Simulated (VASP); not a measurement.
A run of VASP 6.6.1 is set up as follows.

File INCAR:

```
SYSTEM = Li15Se8
  PREC = Accurate
  ENCUT = 650
  EDIFF = 1E-7
  ISMEAR = 0
  SIGMA = 0.05
  LREAL = .False.
  LASPH = .True.
  NELM = 120
  ALGO = Normal
  ISIF = 2
  LWAVE = .False.
  LCHARG = .False.
  GGA = PS
  IBRION = 2
  NSW = 70
  EDIFFG = -0.02
  GGA_COMPAT = .False.
  NELMIN = 4
  KPAR = 4
```

KPOINTS

```
Automatic mesh
0
Gamma
  4 4 4
  0 0 0
```

The input POSCAR:

```
Li15Se8
1.0
    5.9447526219      0.0000000000      5.9447526219
    5.9447526219      5.9447526219      0.0000000000
    0.0000000000      5.9447526219      5.9447526219
Li Se
15 8
Direct
    0.1250000000      0.6250000000      0.1250000000
    0.6250000000      0.1250000000      0.1250000000
    0.6250000000      0.6250000000      0.1250000000
    0.1250000000      0.1250000000      0.6250000000
    0.1250000000      0.6250000000      0.6250000000
    0.6250000000      0.1250000000      0.6250000000
    0.6250000000      0.6250000000      0.6250000000
    0.3750000000      0.3750000000      0.3750000000
    0.3750000000      0.8750000000      0.3750000000
    0.8750000000      0.3750000000      0.3750000000
    0.8750000000      0.8750000000      0.3750000000
    0.3750000000      0.3750000000      0.8750000000
    0.3750000000      0.8750000000      0.8750000000
    0.8750000000      0.3750000000      0.8750000000
    0.8750000000      0.8750000000      0.8750000000
    0.0000000000      0.0000000000      0.5000000000
    0.0000000000      0.5000000000      0.5000000000
    0.5000000000      0.0000000000      0.5000000000
    0.5000000000      0.5000000000      0.5000000000
    0.0000000000      0.0000000000      0.0000000000
    0.0000000000      0.5000000000      0.0000000000
    0.5000000000      0.0000000000      0.0000000000
    0.5000000000      0.5000000000      0.0000000000
```

Potentials or basis: VASP PAW PBE potentials, release 64 (Li_sv, Se).

The run is started by

```console
$ cat potpaw_PBE.64/Li_sv/POTCAR potpaw_PBE.64/Se/POTCAR > POTCAR
$ mpirun -np 4 vasp_std > vasp.out
```

Q: What does it give for the energy gained by relaxing?

A: 3.3 meV/atom.

The path:
| step | energy change (eV) | largest force (eV/Å) | pressure (GPa) |
| --- | --- | --- | --- |
| 1 | 0.0000 | 0.2013 | -0.38 |
| 2 | -0.0159 | 0.1808 | -0.37 |
| 3 | -0.0516 | 0.1218 | -0.33 |
| 4 | -0.0703 | 0.1001 | -0.21 |
| 5 | -0.0721 | 0.0641 | -0.24 |
| 6 | -0.0752 | 0.0273 | -0.26 |
| 7 | -0.0764 | 0.0147 | -0.27 |

Caveat: the PAW data sets were made with another functional, which shifts forces and pressure a little.
